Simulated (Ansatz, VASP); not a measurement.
## Si: VASP beside Ansatz

File INCAR:

```
  PREC = Accurate
  ENCUT = 520
  EDIFF = 1E-7
  ISMEAR = -1
  SIGMA = 0.08
  LREAL = False
  LASPH = True
  NELM = 60
  ALGO = Normal
  ISIF = 2
  LWAVE = False
  LCHARG = False
  GGA = PE
  NBANDS = 11
```

Contents of KPOINTS:

```
regular mesh
0
Gamma
  12 12 12
```

File POSCAR:

```
Si
1.0
    0.0000000000      2.6694361917      2.6694361917
    2.6694361917      0.0000000000      2.6694361917
    2.6694361917      2.6694361917      0.0000000000
Si
2
Direct
    0.5000000000      0.5000000000      0.5000000000
    0.7500000000      0.7500000000      0.7500000000
```

Input for Ansatz:

```yaml
crystal:
  lattice:
    - [0.0, 2.6694361917, 2.6694361917]
    - [2.6694361917, 0.0, 2.6694361917]
    - [2.6694361917, 2.6694361917, 0.0]
  atoms:
    - { symbol: Si, position: [0.5, 0.5, 0.5] }
    - { symbol: Si, position: [0.75, 0.75, 0.75] }
kpoints:
  mp_grid: { grid: [12, 12, 12] }
scf:
  occupations: { method: fermi_dirac, width: 0.08 }
hamiltonian:
  xc: pbe
  pseudopotentials: { kind: all_electron, lapw: { basis_error: 0.00025 } }
output:
  forces: true
  stress: true
  eigenvalues: true
```

Change from the starting cell: volume scaled by 0.95.

Alike in both runs: task single point; functional PBE; k mesh 12 × 12 × 12; occupations fermi-dirac, width 0.08 eV; no spin polarisation.

```csv
,VASP,Ansatz
version,VASP 6.6.1,Ansatz 0.2.0
potentials or method,"VASP PAW PBE potentials, release 64 (Si), cutoff 520 eV","all-electron LAPW, scalar-relativistic"
```

```tsv
	VASP	Ansatz	Ansatz less VASP
pressure (GPa)	7.5	7.5	+0.03
```

Ansatz ran all-electron here, and VASP with PAW potentials.
